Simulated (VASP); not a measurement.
# Al3C in VASP: further runs, part 2 of 2

VASP 6.6.1. The steps go on from the part before.

### 3 Single point, r2SCAN

Input file POSCAR:

```
Al3C
1.0
    2.8227735243      0.0000000000      0.0000000000
    0.0000000000      2.8227735243      0.0000000000
    0.0000000000      0.0000000000     19.6006972839
Al C
3 1
Direct
    0.5000000000      0.5000000000      0.2040743726
    0.0000000000      0.0000000000      0.3086652018
    0.5000000000      0.5000000000      0.4132861789
    0.6666666667      0.6666666667      0.5057695491
```

Input file INCAR.step1:

```
SYSTEM = Al3C
ALGO     = Normal         ! electronic algorithm
DIPOL    = 0.5 0.5 0.358
EDIFF    = 1E-4           ! SCF threshold, eV
ENCUT    = 520            ! plane-wave cutoff, eV
GGA      = PE             ! functional
IDIPOL   = 3            
ISMEAR   = 0              ! smearing method
LASPH    = .True.         ! aspherical terms in the spheres
LCHARG   = .False.        ! write CHGCAR
LDIPOL   = .True.       
LREAL    = .False.        ! projectors in reciprocal space
LWAVE    = .True.         ! write WAVECAR
NBANDS   = 14             ! bands
NELM     = 60             ! most SCF steps
PREC     = Accurate       ! precision mode
SIGMA    = 0.1            ! smearing width, eV
```

Input file INCAR.step2:

```
SYSTEM = Al3C
ALGO     = Normal         ! electronic algorithm
DIPOL    = 0.5 0.5 0.358
EDIFF    = 1E-6           ! SCF threshold, eV
ENCUT    = 520            ! plane-wave cutoff, eV
IDIPOL   = 3            
ISIF     = 2              ! what is computed and relaxed
ISMEAR   = 0              ! smearing method
ISTART   = 1            
LASPH    = .True.         ! aspherical terms in the spheres
LCHARG   = .True.         ! write CHGCAR
LDIPOL   = .True.       
LELF     = .True.         ! ELF
LMIXTAU  = .True.       
LREAL    = .False.        ! projectors in reciprocal space
LVACPOTAV= .True.       
LVHAR    = .True.       
LWAVE    = .False.        ! write WAVECAR
METAGGA  = R2SCAN         ! meta-GGA
NBANDS   = 14             ! bands
NELM     = 60             ! most SCF steps
PREC     = Accurate       ! precision mode
SIGMA    = 0.1            ! smearing width, eV
```

Input file KPOINTS:

```
k-points
0
Gamma
  9 9 1
  0 0 0
```

Potentials or basis: VASP PAW PBE potentials, release 64 (Al, C).

Launch:

```bash
$ cat potpaw_PBE.64/Al/POTCAR potpaw_PBE.64/C/POTCAR > POTCAR
$ cp INCAR.step1 INCAR
$ mpirun -np 1 vasp_std > vasp.out
$ cp INCAR.step2 INCAR
$ mpirun -np 1 vasp_std > vasp.out
```

OUTCAR:

```text
SYSTEM = Al3C
   EDIFF = 1E-6
   ENCUT = 520
   ISIF = 2
   ISMEAR = 0
   ISTART = 1
   LASPH = .True.
   LREAL = .False.
   METAGGA = R2SCAN
   NELM = 60
   PREC = Accurate

 ion  position               nearest neighbor table
   1  0.500  0.500  0.204-   2 2.86   2 2.86   2 2.86   2 2.86
   2  0.000  0.000  0.309-   1 2.86   1 2.86   1 2.86   1 2.86   3 2.86   3 2.86   3 2.86   3 2.86

   3  0.500  0.500  0.413-   4 1.93   2 2.86   2 2.86   2 2.86   2 2.86
   4  0.667  0.667  0.506-   3 1.93

  LATTYP: Found a simple tetragonal cell.
[... 610 lines left out ...]
  --------------------------------------------------------------------------------------
  -------------------------------------------------------------------------------------
  Total       -3.2646322     -3.2646322     -0.2067133      0.6346080      0.7795858      0.7795900
  in kB      -33.4904708    -33.4904708     -2.1205834      6.5101734      7.9974381      7.9974817
  external PRESSURE =     -23.0338417 kB  Pullay stress =       0.0000000 kB

 VOLUME and BASIS-vectors are now :
 -----------------------------------------------------------------------------
  energy-cutoff  :      520.00
  volume of cell :      156.18
      direct lattice vectors                 reciprocal lattice vectors
     2.822773524  0.000000000  0.000000000     0.354261506  0.000000000  0.000000000
     0.000000000  2.822773524  0.000000000     0.000000000  0.354261506  0.000000000
     0.000000000  0.000000000 19.600697284     0.000000000  0.000000000  0.051018593

 POSITION                                       TOTAL-FORCE (eV/Angst)
 -----------------------------------------------------------------------------------
      1.41139      1.41139      4.00000         0.007026      0.007026      0.026776
      0.00000      0.00000      6.05005         0.067565      0.067565      0.059622
      1.41139      1.41139      8.10070        -0.597025     -0.597025     -0.097646
      1.88185      1.88185      9.91344         0.522435      0.522435      0.011248
 -----------------------------------------------------------------------------------
    total drift:                               -0.000263     -0.000263      0.000201

  FREE ENERGIE OF THE ION-ELECTRON SYSTEM (eV)
  ---------------------------------------------------
  free  energy   TOTEN  =       -24.1568357407 eV

  energy  without entropy=      -24.1488060718  energy(sigma->0) =      -24.15282091

 vacuum level on the upper side and lower side of the slab         6.538         3.355
```

OUTCAR.step1:

```text
SYSTEM = Al3C
   EDIFF = 1E-4
   ENCUT = 520
   GGA = PE
   ISMEAR = 0
   LASPH = .True.
   LREAL = .False.
   NELM = 60
[... 641 lines left out ...]
      1.41139      1.41139      8.10070        -0.596421     -0.596421     -0.057222
      1.88185      1.88185      9.91344         0.525360      0.525360      0.143178
 -----------------------------------------------------------------------------------
    total drift:                               -0.000008     -0.000008      0.000705

  FREE ENERGIE OF THE ION-ELECTRON SYSTEM (eV)
  ---------------------------------------------------
  free  energy   TOTEN  =       -14.7897271440 eV

  energy  without entropy=      -14.7814922516  energy(sigma->0) =      -14.78560970

 vacuum level on the upper side and lower side of the slab         5.679         2.598
```

OSZICAR.step1:

```text
N       E                     dE             d eps       ncg     rms          rms(c)
DAV:   1     0.386134226206E+02    0.38613E+02   -0.40917E+03   700   0.642E+02
DAV:   2    -0.106563142864E+02   -0.49270E+02   -0.45454E+02   980   0.114E+02
DAV:   3    -0.153955391160E+02   -0.47392E+01   -0.45046E+01   932   0.313E+01
DAV:   4    -0.155703537387E+02   -0.17481E+00   -0.17449E+00   892   0.804E+00
DAV:   5    -0.155787370366E+02   -0.83833E-02   -0.83829E-02  1078   0.175E+00    0.458E+00
DAV:   6    -0.234675325566E+02   -0.78888E+01   -0.56269E+01  1126   0.235E+01    0.110E+01
DAV:   7    -0.147927799380E+02    0.86748E+01   -0.30648E+01  1032   0.186E+01    0.187E+00
DAV:   8    -0.148024172340E+02   -0.96373E-02   -0.13389E+00   844   0.465E+00    0.704E-01
DAV:   9    -0.147940765266E+02    0.83407E-02   -0.52332E-02   958   0.129E+00    0.257E-01
DAV:  10    -0.147921760074E+02    0.19005E-02   -0.46226E-03  1008   0.388E-01    0.175E-01
DAV:  11    -0.147907317004E+02    0.14443E-02   -0.12583E-03   916   0.179E-01    0.940E-02
DAV:  12    -0.147899291126E+02    0.80259E-03   -0.67743E-04   946   0.116E-01    0.588E-02
DAV:  13    -0.147898172977E+02    0.11181E-03   -0.16693E-04   732   0.643E-02    0.481E-02
DAV:  14    -0.147896585539E+02    0.15874E-03   -0.33179E-04   840   0.694E-02    0.223E-02
DAV:  15    -0.147897271440E+02   -0.68590E-04   -0.67912E-05   610   0.424E-02
   1 F= -.14789727E+02 E0= -.14785610E+02  d E =-.823489E-02
```

Run time: 2.1 min. Hardware: 1 thread of Intel Xeon 6975P-C (Granite Rapids), shared host; peak memory 0.32 GiB.

Results:

| Property | Result |
| --- | --- |
| Free energy | -24.1568 eV |
| Largest force | 0.850 eV/Å |

Forces on the atoms (eV/Å):
```
Al   0.007  0.007  0.027
Al   0.068  0.068  0.060
Al  -0.597 -0.597 -0.098
C    0.522  0.522  0.011
```

Levels at points of the mesh, in eV from the Fermi level:
```tsv
k point	band 4	band 5	band 6	band 7	band 8	band 9	band 10	band 11
(0.00, 0.00, 0.00)	-4.51	-1.90	1.27	2.79	2.82	4.15	5.68	6.46
```

Caveat: the PAW data sets were made with another functional, which shifts forces and pressure a little.
